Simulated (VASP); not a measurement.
Here is a VASP 6.6.1 calculation.

File INCAR:

```
  ALGO = Normal
  EDIFF = 1E-6
  ENCUT = 520
  GGA = PE
  ISIF = 2
  ISMEAR = -1
  LASPH = T
  LCHARG = F
  LREAL = F
  LWAVE = F
  NBANDS = 11
  NELM = 60
  PREC = Accurate
  SIGMA = 0.06122561905347299
```

The input KPOINTS:

```
k-points
0
Gamma
  24 24 24
```

POSCAR

```
Pt
1.0
   -1.5717546342      1.5717546342      1.5717546342
    1.5717546342     -1.5717546342      1.5717546342
    1.5717546342      1.5717546342     -1.5717546342
Pt
1
Direct
    0.0000000000      0.0000000000      0.0000000000
```

Potentials or basis: VASP PAW PBE potentials, release 64 (Pt).

Launch:

```sh
$ cat potpaw_PBE.64/Pt/POTCAR > POTCAR
$ mpirun -np 1 vasp_std > vasp.out
```

Q: Predict the pressure.

A: 4.4 GPa.

Q: Predict the band gap on the k mesh.

A: Zero (bands 5 and 6 overlap by 2.23 eV).

Caveat: the cell stands under pressure; spin-orbit coupling is left out, which moves the levels of the heavy elements.
